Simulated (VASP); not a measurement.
# Ge5W (P6/mmm) in VASP: a series of runs, part 2 of 2

VASP 6.6.1.

## Step 3: Single point, PBE

This run uses another cell than the first one, of 19.64 Å³/atom, 1.119 times its volume.

Input file INCAR:

```
PREC = Accurate
ENCUT = 520
EDIFF = 1E-6
ISMEAR = 0
SIGMA = 0.1
LREAL = False
LASPH = True
NELM = 60
ALGO = Normal
ISIF = 2
LWAVE = False
LCHARG = False
GGA = PE
NBANDS = 51
```

Input file KPOINTS:

```
Automatic mesh
0
Gamma
  6 6 4
```

Input file POSCAR:

```
Ge5W
1.0
    4.6456162800      0.0000000000      0.0000000000
   -2.3228081400      4.0232217200      0.0000000000
    0.0000000000      0.0000000000      6.3061954100
Ge W
5 1
Direct
    0.6666666700      0.3333333300      0.7959949400
    0.0000000000      0.0000000000      0.0000000000
    0.6666666700      0.3333333300      0.2040050600
    0.3333333300      0.6666666700      0.2040050600
    0.3333333300      0.6666666700      0.7959949400
    0.0000000000      0.0000000000      0.5000000000
```

Potentials or basis: VASP PAW PBE potentials, release 64 (Ge_d, W_sv).

On the command line:

```bash
cat potpaw_PBE.64/Ge_d/POTCAR potpaw_PBE.64/W_sv/POTCAR > POTCAR
mpirun -np 1 vasp_std > vasp.out
```

OUTCAR:

```text
PREC = Accurate
   ENCUT = 520
   EDIFF = 1E-6
   ISMEAR = 0
   LREAL = False
   LASPH = True
   NELM = 60
   ISIF = 2
   GGA = PE

 ion  position               nearest neighbor table
   1  0.667  0.333  0.796-   3 2.57   5 2.68   5 2.68   5 2.68
   2  0.000  0.000  0.000-   6 3.15   6 3.15
   3  0.667  0.333  0.204-   1 2.57   4 2.68   4 2.68   4 2.68
   4  0.333  0.667  0.204-   5 2.57   3 2.68   3 2.68   3 2.68
   5  0.333  0.667  0.796-   4 2.57   1 2.68   1 2.68   1 2.68
   6  0.000  0.000  0.500-   2 3.15   2 3.15

  LATTYP: Found a hexagonal cell.
 ALAT       =     4.6456162800
 C/A-ratio  =     1.3574507729

  Lattice vectors:

 A1 = (   4.6456162800,   0.0000000000,   0.0000000000)
 A2 = (  -2.3228081400,   4.0232217200,   0.0000000000)
 A3 = (   0.0000000000,   0.0000000000,   6.3061954100)

Analysis of symmetry for initial positions (statically):
=====================================================================
 Subroutine PRICEL returns:
 Original cell was already a primitive cell.

 Routine SETGRP: Setting up the symmetry group for a
 hexagonal supercell.

 Subroutine GETGRP returns: Found 24 space group operations
 (whereof 24 operations were pure point group operations)
 out of a pool of 24 trial point group operations.

The static configuration has the point symmetry D_6h.

Analysis of symmetry for dynamics (positions and initial velocities):
=====================================================================
 Subroutine PRICEL returns:
 Original cell was already a primitive cell.

 Routine SETGRP: Setting up the symmetry group for a
 hexagonal supercell.

 Subroutine GETGRP returns: Found 24 space group operations
 (whereof 24 operations were pure point group operations)
 out of a pool of 24 trial point group operations.

The dynamic configuration has the point symmetry D_6h.

 Subroutine INISYM returns: Found 24 space group operations
[... 122 lines left out ...]
  volume/ion in A,a.u.               =      19.64       132.57
  Fermi-wavevector in a.u.,A,eV,Ry     =   1.462311  2.763367 29.094057  2.138353
  Thomas-Fermi vector in A             =   2.578539
   LORBIT       =      0    0 simple, 1 ext, 2 COOP (PROOUT), +10 PAW based schemes
   GGA     = PE    functional components
   LHFCALC =     F    Hartree Fock is set to
   AEXX    =    0.0000 exact exchange contribution
   IVDW    =     0    specifies the selected vdW correction
   LEPSILON=     F    determine dielectric tensor
   LRPA    =     F    only Hartree local field effects (RPA)
 non-spin polarized calculation
 Gauss-broadening in eV      SIGMA  =   0.10
  energy-cutoff  :      520.00
  volume of cell :      117.86
 maximum number of plane-waves:      3191
 NGX is ok and might be reduce to    36
   NGX = 17   NGY = 17   NGZ = 23

 number of electron      83.9999915 magnetization

 Free energy of the ion-electron system (eV)
  ---------------------------------------------------
  ext. energy  EPLUGINS =         0.00000000
  ---------------------------------------------------
  free energy    TOTEN  =       -29.42330664 eV

  energy without entropy =      -29.38423969  energy(sigma->0) =      -29.40377317

 E-fermi :   6.8235     XC(G=0): -11.2801

 val. band max:        6.8064262331   @ k =   0.5000   0.0000   0.5000
 cond. band min:       6.8471240984   @ k =   0.5000   0.0000   0.5000
 fundamental gap:      0.0406978653
 Fermi energy:         6.8235303104

 k-point     1 :       0.0000    0.0000    0.0000
  band No.  band energies     occupation
      1     -67.6949      2.00000
      2     -31.8653      2.00000
      3     -31.7872      2.00000
      4     -31.7872      2.00000
      5     -18.1030      2.00000
      6     -18.0631      2.00000
[... 1123 lines left out ...]
     50      10.1855      0.00000
     51      10.4484      0.00000

------------------------ aborting loop because EDIFF is reached ----------------------------------------

  FORCE on cell =-STRESS in cart. coord.  units (eV):
  Direction    XX          YY          ZZ          XY          YZ          ZX
  --------------------------------------------------------------------------------------
  -------------------------------------------------------------------------------------
  Total        1.0197467      1.0197467     -9.1888434      0.0000000      0.0000000      0.0000000
  in kB       13.8617535     13.8617535   -124.9069796      0.0000000      0.0000000      0.0000000
  external PRESSURE =     -32.3944909 kB  Pullay stress =       0.0000000 kB

 VOLUME and BASIS-vectors are now :
 -----------------------------------------------------------------------------
  energy-cutoff  :      520.00
  volume of cell :      117.86
      direct lattice vectors                 reciprocal lattice vectors
     4.645616280  0.000000000  0.000000000     0.215256694  0.124278510  0.000000000
    -2.322808140  4.023221720  0.000000000     0.000000000  0.248557020  0.000000000
     0.000000000  0.000000000  6.306195410     0.000000000  0.000000000  0.158574217

 POSITION                                       TOTAL-FORCE (eV/Angst)
 -----------------------------------------------------------------------------------
      2.32281      1.34107      5.01970        -0.000000      0.000000     -1.915169
      0.00000      0.00000      0.00000         0.000000      0.000000      0.000000
      2.32281      1.34107      1.28650         0.000000      0.000000      1.915169
     -0.00000      2.68215      1.28650         0.000000     -0.000000      1.915169
     -0.00000      2.68215      5.01970         0.000000     -0.000000     -1.915169
      0.00000      0.00000      3.15310         0.000000      0.000000      0.000000
 -----------------------------------------------------------------------------------
    total drift:                                0.000000      0.000000      0.000000

  FREE ENERGIE OF THE ION-ELECTRON SYSTEM (eV)
  ---------------------------------------------------
  free  energy   TOTEN  =       -29.4233066423 eV

  energy  without entropy=      -29.3842396943  energy(sigma->0) =      -29.40377317
```

It took 74 s on 1 thread of AMD EPYC 9R45 (Zen 5), shared host; peak memory 0.26 GiB.

Results:

```
Free energy            : -29.4233 eV
Pressure               : -3.2 GPa
Largest force          : 1.915 eV/Å
Band gap on the k mesh : zero (band 42 reaches 7.16 eV, above the bottom of band 43 at 5.82 eV)
```

Forces on the atoms (eV/Å):
```
Ge   0.000  0.000 -1.915
Ge   0.000  0.000  0.000
Ge   0.000  0.000  1.915
Ge   0.000  0.000  1.915
Ge   0.000  0.000 -1.915
W    0.000  0.000  0.000
```

Caveat: spin-orbit coupling is left out, which moves the levels of the heavy elements; forces of over 1 eV/Å act on the atoms, so gaps and moduli don't describe the material at rest.
